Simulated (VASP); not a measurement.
Runs of VASP 6.6.1 on B. The structure is that of space group Pmmn (No. 59), or close to it. The cells are those of the table. 

```csv
task,level,potentials or basis,cell,k mesh,smearing,grid for exact exchange (PRECFOCK),share of exact exchange,screening parameter,gap on the mesh (eV),pressure (GPa),largest force (eV/Å)
electric field gradients,PBE,"VASP PAW PBE potentials, release 64 (B)","a = 1.625, b = 2.866, c = 3.914 Å, 2 atoms",16 × 9 × 7,fermi-dirac 0.05 eV,-,-,-,none,(b),0.01
single point,PBE0,"VASP PAW PBE potentials, release 64 (B)","a = 1.625, b = 2.866, c = 3.914 Å, 2 atoms",8 × 5 × 4,fermi-dirac 0.05 eV,Normal,-,-,none,-1.9,0.28
single point,LDA,"VASP PAW LDA potentials, release 64 (B)","a = 1.625, b = 2.866, c = 3.914 Å, 2 atoms",14 × 8 × 6,gaussian 0.1 eV,-,-,-,none,-6.1,0.32
single point,PBE,"VASP PAW PBE potentials, release 64 (B)","a = 1.625, b = 2.866, c = 3.914 Å, 2 atoms",16 × 9 × 7,fermi-dirac 0.05 eV,-,-,-,none,0.2,0.28
single point,PBE-based screened hybrid,"VASP PAW PBE potentials, release 64 (B)","a = 1.625, b = 2.866, c = 3.914 Å, 2 atoms",8 × 5 × 4,fermi-dirac 0.05 eV,Normal,0.25,0.3 1/Å,none,-1.4,(c)
single point,PBE0,"VASP PAW PBE potentials, release 64 (B)","a = 1.594, b = 2.860, c = 5.899 Å, 2 atoms",8 × 5 × 4,fermi-dirac 0.05 eV,Normal,-,-,none,(a),0.01
single point,B3LYP,"VASP PAW PBE potentials, release 64 (B)","a = 1.625, b = 2.866, c = 3.914 Å, 2 atoms",8 × 5 × 4,fermi-dirac 0.05 eV,Normal,-,-,none,-0.5,0.33
single point,LDA,"VASP PAW LDA potentials, release 64 (B)","a = 1.625, b = 2.866, c = 3.914 Å, 2 atoms",26 × 15 × 11,gaussian 0.1 eV,-,-,-,none,-6.1,0.35
```

Alike in all rows: no spin polarisation; cutoff (eV) 520.

Fill in the values left out.

(a) -0.1; (b) 0.1; (c) 0.30.

Caveats: some runs use coarse meshes; this functional lacks dispersion, which binds the layers, so the pressure and a relaxed spacing across them are unreliable (some runs); the PAW data sets were made with another functional, which shifts forces and pressure a little (some runs).

A gap of «none» marks levels without a gap at the run's occupations.
